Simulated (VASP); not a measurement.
Here is a VASP 6.6.1 calculation.

File INCAR:

```
SYSTEM = CoSi2
PREC = Accurate
ENCUT = 520
EDIFF = 1E-7
ISMEAR = 0
SIGMA = 0.15
LREAL = .False.
LASPH = .True.
NELM = 60
ALGO = Normal
ISIF = 2
LWAVE = .False.
LCHARG = .False.
GGA = PE
NBANDS = 16
```

File KPOINTS:

```
regular mesh
0
Gamma
  16 16 16
  0 0 0
```

File POSCAR:

```
CoSi2
1.0
    0.0000000000      2.6799390578      2.6799390578
    2.6799390578      0.0000000000      2.6799390578
    2.6799390578      2.6799390578      0.0000000000
Co Si
1 2
Direct
    0.0000000000      0.0000000000      0.0000000000
    0.2313428593      0.2686571407      0.2313428593
    0.7313428593      0.7686571407      0.7313428593
```

Potentials or basis: VASP PAW PBE potentials, release 64 (Co, Si).

Run with:

```console
$ cat potpaw_PBE.64/Co/POTCAR potpaw_PBE.64/Si/POTCAR > POTCAR
$ mpirun -np 1 vasp_std > vasp.out
```

(1) Predict the largest force.

(2) Predict the pressure.

Results:

(1) 1.162 eV/Å.

(2) 0.6 GPa.

Caveat: the cell differs from its parent crystal (all Si atoms moved -0.100 Å, as atom 2 along Cartesian [0 1 0]); forces of over 1 eV/Å act on the atoms, so gaps and moduli don't describe the material at rest.
